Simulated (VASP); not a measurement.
# Au2S3 in VASP: a series of runs

The runs below take Au2S3 through single point, with PBE.

Program: VASP 6.6.1. These are calculated values, not measurements. Logs are shortened: lines on timing, memory, paths and dates and some standing lists are left out, and cuts for length are marked.

## (1) The cell of the first run

The structure is tetragonal, space group P4/mmm (No. 123). Conventional cell: a = 4.807 Å, b = 4.807 Å, c = 4.913 Å, α = 90.00°, β = 90.00°, γ = 90.00°. Within 3.2 Å of S (site symmetry mmm) lie 2 Au at 2.46 Å. Within 3.2 Å of S (site symmetry 4/mmm) lie 4 Au at 2.40 Å. Au (site symmetry mmm) has 4 S at 2.40 to 2.46 Å within 3.2 Å.

The cell was built from a structure type or drawn by symmetry, and may not be a known phase.

## (2) Single point, PBE

Input file INCAR:

```
PREC = Accurate ; ENCUT = 500
EDIFF = 1E-6 ; ISMEAR = 0
SIGMA = 0.15 ; LREAL = F
LASPH = T ; NELM = 120
ALGO = Normal ; ISIF = 2
LWAVE = F ; LCHARG = T
GGA = PE ; LELF = T
LVHAR = T ; NBANDS = 28
GGA_COMPAT = F
```

Input file KPOINTS:

```
regular mesh
0
Gamma
  3 3 2
```

Input file POSCAR:

```
Au2S3
1.0
    4.8066879146      0.0000000000      0.0000000000
    0.0000000000      4.8066879146      0.0000000000
    0.0000000000      0.0000000000      4.9126592223
S Au
3 2
Direct
    0.5000000000      0.0000000000      0.0000000000
    0.0000000000      0.5000000000      0.0000000000
    0.0000000000      0.0000000000      0.5000000000
    0.5000000000      0.0000000000      0.5000000000
    0.0000000000      0.5000000000      0.5000000000
```

Potentials or basis: VASP PAW PBE potentials, release 64 (S, Au).

Launch:

```console
> cat potpaw_PBE.64/S/POTCAR potpaw_PBE.64/Au/POTCAR > POTCAR
> mpirun -np 1 vasp_std > vasp.out
```

OUTCAR:

```text
PREC = Accurate
   ENCUT = 500
   EDIFF = 1E-6
   ISMEAR = 0
   LREAL = F
   LASPH = T
   NELM = 120
   ISIF = 2
   GGA = PE

 ion  position               nearest neighbor table
   1  0.500  0.000  0.000-   4 2.46   4 2.46
   2  0.000  0.500  0.000-   5 2.46   5 2.46
   3  0.000  0.000  0.500-   4 2.40   5 2.40   5 2.40   4 2.40
   4  0.500  0.000  0.500-   3 2.40   3 2.40   1 2.46   1 2.46   5 3.40   5 3.40   5 3.40   5 3.40

   5  0.000  0.500  0.500-   3 2.40   3 2.40   2 2.46   2 2.46   4 3.40   4 3.40   4 3.40   4 3.40

  LATTYP: Found a simple tetragonal cell.
 ALAT       =     4.8066879146
 C/A-ratio  =     1.0220466378

  Lattice vectors:

 A1 = (   4.8066879146,   0.0000000000,   0.0000000000)
 A2 = (   0.0000000000,   4.8066879146,   0.0000000000)
 A3 = (   0.0000000000,   0.0000000000,   4.9126592223)

Analysis of symmetry for initial positions (statically):
=====================================================================
 Subroutine PRICEL returns:
 Original cell was already a primitive cell.

 Routine SETGRP: Setting up the symmetry group for a
 simple tetragonal supercell.

 Subroutine GETGRP returns: Found 16 space group operations
 (whereof 16 operations were pure point group operations)
 out of a pool of 16 trial point group operations.

The static configuration has the point symmetry D_4h.

Analysis of symmetry for dynamics (positions and initial velocities):
=====================================================================
 Subroutine PRICEL returns:
 Original cell was already a primitive cell.

 Routine SETGRP: Setting up the symmetry group for a
 simple tetragonal supercell.

 Subroutine GETGRP returns: Found 16 space group operations
 (whereof 16 operations were pure point group operations)
 out of a pool of 16 trial point group operations.

The dynamic configuration has the point symmetry D_4h.

 Subroutine INISYM returns: Found 16 space group operations
 (whereof 16 operations are pure point group operations),
 and found     1 'primitive' translations

----------------------------------------------------------------------------------------

                                     Primitive cell

  volume of cell :     113.5033

  direct lattice vectors                    reciprocal lattice vectors
     4.806687915  0.000000000  0.000000000     0.208043463  0.000000000  0.000000000
     0.000000000  4.806687915  0.000000000     0.000000000  0.208043463  0.000000000
     0.000000000  0.000000000  4.912659222     0.000000000  0.000000000  0.203555743

  length of vectors
     4.806687915  4.806687915  4.912659222     0.208043463  0.208043463  0.203555743

  position of ions in fractional coordinates (direct lattice)
     0.500000000  0.000000000  0.000000000
     0.000000000  0.500000000  0.000000000
     0.000000000  0.000000000  0.500000000
     0.500000000  0.000000000  0.500000000
     0.000000000  0.500000000  0.500000000

  ion indices of the primitive-cell ions
   primitive index   ion index
                 1           1
                 2           2
                 3           3
                 4           4
                 5           5

----------------------------------------------------------------------------------------

 KPOINTS: regular mesh

Automatic generation of k-mesh.
 Grid dimensions read from file:
 generate k-points for:    3    3    2

 Generating k-lattice:

  Cartesian coordinates                     Fractional coordinates (reciprocal lattice)
     0.069347821  0.000000000  0.000000000     0.333333333  0.000000000  0.000000000
     0.000000000  0.069347821  0.000000000     0.000000000  0.333333333  0.000000000
     0.000000000  0.000000000  0.101777872     0.000000000  0.000000000  0.500000000

  Length of vectors
     0.069347821  0.069347821  0.101777872

  Shift w.r.t. Gamma in fractional coordinates (k-lattice)
     0.000000000  0.000000000  0.000000000

 Subroutine IBZKPT returns following result:
 ===========================================

 Found      6 irreducible k-points:

 Following reciprocal coordinates:
            Coordinates               Weight
  0.000000  0.000000  0.000000      1.000000
  0.333333  0.000000  0.000000      4.000000
  0.333333  0.333333  0.000000      4.000000
  0.000000  0.000000  0.500000      1.000000
  0.333333  0.000000  0.500000      4.000000
  0.333333  0.333333  0.500000      4.000000
   k-points           NKPTS =      6   k-points in BZ     NKDIM =      6   number of bands    NBANDS=     28
   number of dos      NEDOS =    301   number of ions     NIONS =      5
   total plane-waves  NPLWV =  46656
   dimension x,y,z NGX =    36 NGY =   36 NGZ =   36
   dimension x,y,z NGXF=    72 NGYF=   72 NGZF=   72
   ions per type =               3   2
   NGX,Y,Z   is equivalent  to a cutoff of  12.45, 12.45, 12.18 a.u.
   NGXF,Y,Z  is equivalent  to a cutoff of  24.90, 24.90, 24.37 a.u.
 SYSTEM =  unknown system
   PREC   = accura    normal or accurate (medium, high low for compatibility)
   ISTART =      0    job   : 0-new  1-cont  2-samecut
   ICHARG =      2    charge: 1-file 2-atom 10-const
   ISPIN  =      1    spin polarized calculation?
   LNONCOLLINEAR =      F non collinear calculations
   LSORBIT =      F    spin-orbit coupling
   LASPH  =      T    aspherical Exc in radial PAW
   ENCUT  =  500.0 eV  36.75 Ry    6.06 a.u.   8.76  8.76  8.96*2*pi/ulx,y,z
   NELM   =    120;   NELMIN=  2; NELMDL= -5     # of ELM steps
   EDIFF  = 0.1E-05   stopping-criterion for ELM
   LREAL  =      F    real-space projection
   EDIFFG = 0.1E-04   stopping-criterion for IOM
   NSW    =      0    number of steps for IOM
   IBRION =     -1    ionic relax: 0-MD 1-quasi-New 2-CG
   NFREE  =      0    steps in history (QN), initial steepest desc. (CG)
   ISIF   =      2    stress and relaxation
   ISYM   =      2    0-nonsym 1-usesym 2-fastsym
   POTIM  = 0.5000    time-step for ionic-motion
   TEBEG  =    0.0;   TEEND  =   0.0 temperature during run
   PSTRESS=    0.0 pullay stress
   NELECT =      40.0000    total number of electrons
   NUPDOWN=      -1.0000    fix difference up-down
   EMIN   =  10.00;   EMAX   =-10.00  energy-range for DOS
   EFERMI =   0.00;   METHOD = LEGACY
   ISMEAR =     0;   SIGMA  =   0.15  broadening in eV -4-tet -1-fermi 0-gaus
   EFERMI_NEDOS =   21; number of points for ismear=-14 and -15
   IALGO  =     38    algorithm
   IMIX   =      4    mixing-type and parameters
     AMIX     =   0.40;   BMIX     =  1.00
     AMIX_MAG =   1.60;   BMIX_MAG =  1.00
  volume/ion in A,a.u.               =      22.70       153.19
  Fermi-wavevector in a.u.,A,eV,Ry     =   1.156357  2.185198 18.193192  1.337162
  Thomas-Fermi vector in A             =   2.292978
   LORBIT       =      0    0 simple, 1 ext, 2 COOP (PROOUT), +10 PAW based schemes
   GGA     = PE    functional components
   LHFCALC =     F    Hartree Fock is set to
   AEXX    =    0.0000 exact exchange contribution
   IVDW    =     0    specifies the selected vdW correction
   LEPSILON=     F    determine dielectric tensor
   LRPA    =     F    only Hartree local field effects (RPA)
 non-spin polarized calculation
 Gauss-broadening in eV      SIGMA  =   0.15
  energy-cutoff  :      500.00
  volume of cell :      113.50
 maximum number of plane-waves:      2900
 NGX is ok and might be reduce to    36
   NGX = 17   NGY = 17   NGZ = 17

 number of electron      39.9999999 magnetization

 Free energy of the ion-electron system (eV)
  ---------------------------------------------------
  ext. energy  EPLUGINS =         0.00000000
  ---------------------------------------------------
  free energy    TOTEN  =       -16.39849571 eV

  energy without entropy =      -16.32451059  energy(sigma->0) =      -16.36150315

 E-fermi :   3.9216     XC(G=0):  -9.7101

 val. band max:        3.8723811550   @ k =   0.3333   0.3333   0.5000
 cond. band min:       3.9562184586   @ k =   0.0000   0.0000   0.0000
 fundamental gap:      0.0838373037
 Fermi energy:         3.9215820793

 k-point     1 :       0.0000    0.0000    0.0000
  band No.  band energies     occupation
      1     -10.0686      2.00000
      2      -8.4687      2.00000
      3      -7.8737      2.00000
      4      -0.8081      2.00000
      5      -0.3118      2.00000
      6      -0.3118      2.00000
[... 20 lines left out ...]
     27      11.7757      0.00000
     28      11.7757      0.00000

 k-point     2 :       0.3333    0.0000    0.0000
  band No.  band energies     occupation
      1      -9.6922      2.00000
      2      -8.3701      2.00000
      3      -8.0880      2.00000
      4      -2.6138      2.00000
      5      -1.1194      2.00000
      6      -0.8720      2.00000
[... 20 lines left out ...]
     27      11.9321      0.00000
     28      12.6268      0.00000

 k-point     3 :       0.3333    0.3333    0.0000
  band No.  band energies     occupation
      1      -9.2743      2.00000
      2      -8.2927      2.00000
      3      -8.2440      2.00000
      4      -2.8966      2.00000
      5      -2.7328      2.00000
      6      -1.2183      2.00000
[... 20 lines left out ...]
     27      12.6070      0.00000
     28      13.2054      0.00000

 k-point     4 :       0.0000    0.0000    0.5000
  band No.  band energies     occupation
      1      -9.8135      2.00000
      2      -8.4023      2.00000
      3      -7.3463      2.00000
      4      -2.5335      2.00000
      5      -2.1008      2.00000
      6      -0.8813      2.00000
[... 20 lines left out ...]
     27      10.7849      0.00000
     28      11.8876      0.00000

 k-point     5 :       0.3333    0.0000    0.5000
  band No.  band energies     occupation
      1      -9.4739      2.00000
      2      -8.1538      2.00000
      3      -7.6248      2.00000
      4      -2.7391      2.00000
      5      -2.3765      2.00000
      6      -2.1692      2.00000
[... 20 lines left out ...]
     27      11.0202      0.00000
     28      12.0566      0.00000

 k-point     6 :       0.3333    0.3333    0.5000
  band No.  band energies     occupation
      1      -9.1003      2.00000
      2      -7.9981      2.00000
      3      -7.7287      2.00000
      4      -3.0108      2.00000
      5      -2.8187      2.00000
      6      -2.2937      2.00000
[... 20 lines left out ...]
     27      11.4305      0.00000
     28      11.8537      0.00000

------------------------ aborting loop because EDIFF is reached ----------------------------------------

  FORCE on cell =-STRESS in cart. coord.  units (eV):
  Direction    XX          YY          ZZ          XY          YZ          ZX
  --------------------------------------------------------------------------------------
  -------------------------------------------------------------------------------------
  Total       -0.4151037     -0.4151037      0.0591242      0.0000000     -0.0000000      0.0000000
  in kB       -5.8594742     -5.8594742      0.8345794      0.0000000     -0.0000000      0.0000000
  external PRESSURE =      -3.6281230 kB  Pullay stress =       0.0000000 kB

 VOLUME and BASIS-vectors are now :
 -----------------------------------------------------------------------------
  energy-cutoff  :      500.00
  volume of cell :      113.50
      direct lattice vectors                 reciprocal lattice vectors
     4.806687915  0.000000000  0.000000000     0.208043463  0.000000000  0.000000000
     0.000000000  4.806687915  0.000000000     0.000000000  0.208043463  0.000000000
     0.000000000  0.000000000  4.912659222     0.000000000  0.000000000  0.203555743

 POSITION                                       TOTAL-FORCE (eV/Angst)
 -----------------------------------------------------------------------------------
      2.40334      0.00000      0.00000         0.000000      0.000000      0.000000
      0.00000      2.40334      0.00000         0.000000      0.000000      0.000000
      0.00000      0.00000      2.45633         0.000000      0.000000      0.000000
      2.40334      0.00000      2.45633         0.000000      0.000000      0.000000
      0.00000      2.40334      2.45633         0.000000      0.000000      0.000000
 -----------------------------------------------------------------------------------
    total drift:                                0.000000      0.000000      0.000000

  FREE ENERGIE OF THE ION-ELECTRON SYSTEM (eV)
  ---------------------------------------------------
  free  energy   TOTEN  =       -16.3984957138 eV

  energy  without entropy=      -16.3245105910  energy(sigma->0) =      -16.36150315
```

Run time: 18 s. Hardware: 1 thread of Intel Xeon Platinum 8488C (Sapphire Rapids), shared host; peak memory 0.2 GiB.

Results:

```yaml
Free_energy: -16.3985 eV
Pressure: -0.4 GPa
Band_gap_on_the_k_mesh: zero (bands 20 and 21 overlap by 1.32 eV)
```

Caveat: the k points lie up to 0.64 Å⁻¹ apart, too coarse for converged energies and pressures of a metal; spin-orbit coupling is left out, which moves the levels of the heavy elements.

## (3) Single point, PBE

This run uses another cell than the first one, of 26.48 Å³/atom.

Input file INCAR:

```
PREC     = Accurate       # precision mode
ENCUT    = 500            # plane-wave cutoff, eV
EDIFF    = 1E-6           # SCF threshold, eV
ISMEAR   = 0              # smearing method
SIGMA    = 0.15           # smearing width, eV
LREAL    = False          # projectors in reciprocal space
LASPH    = True           # aspherical terms in the spheres
NELM     = 120            # most SCF steps
ALGO     = Normal         # electronic algorithm
ISIF     = 2              # what is computed and relaxed
LWAVE    = False          # write WAVECAR
LCHARG   = True           # write CHGCAR
GGA      = PE             # functional
LELF     = True           # ELF
LVHAR    = True         
NBANDS   = 28             # bands
GGA_COMPAT= False
```

KPOINTS is that of step 2.

Input file POSCAR:

```
Au2S3
1.0
    2.3315176171     -2.3321282252      0.0000000000
    2.3315176171      2.3321282252      0.0000000000
    0.0000000000      0.0000000000     12.1741506166
S Au
3 2
Direct
    0.0000000000      0.0000000000      0.8111811996
    0.0000000000      0.0000000000      0.1888188004
    0.5000000000      0.5000000000      0.5000000000
    0.0000000000      0.0000000000      0.0000000000
    0.0000000000      0.0000000000      0.5000000000
```

Potentials or basis: VASP PAW PBE potentials, release 64 (S, Au).

Launch:

```console
> cat potpaw_PBE.64/S/POTCAR potpaw_PBE.64/Au/POTCAR > POTCAR
> mpirun -np 1 vasp_std > vasp.out
```

Run time: 26 s. Hardware: 1 thread of Intel Xeon Platinum 8488C (Sapphire Rapids), shared host; peak memory 0.22 GiB.

Results (log left out):

```yaml
Free_energy: -16.5744 eV
Pressure: -0.1 GPa
Largest_force: 0.037 eV/Å
Band_gap_on_the_k_mesh: zero (bands 20 and 21 overlap by 1.23 eV)
```

Forces on the atoms (eV/Å):
```
S    0.000  0.000  0.037
S    0.000  0.000 -0.037
S    0.000  0.000  0.000
Au   0.000  0.000  0.000
Au   0.000  0.000  0.000
```

Stress tensor (GPa, compression positive):
```
-0.17  0.00  0.00
 0.00 -0.20  0.00
 0.00  0.00 -0.07
```

Levels at points of the mesh, in eV from the Fermi level:
```tsv
k point	band 18	band 19	band 20	band 21	band 22	band 23
(0.00, 0.00, 0.00)	-1.38	0.76	0.76	1.46	1.46	2.91
(0.00, 0.00, 0.50)	-1.38	0.76	0.76	1.46	1.46	3.16
```

Caveat: the k points lie up to 0.64 Å⁻¹ apart, too coarse for converged energies and pressures of a metal; spin-orbit coupling is left out, which moves the levels of the heavy elements.
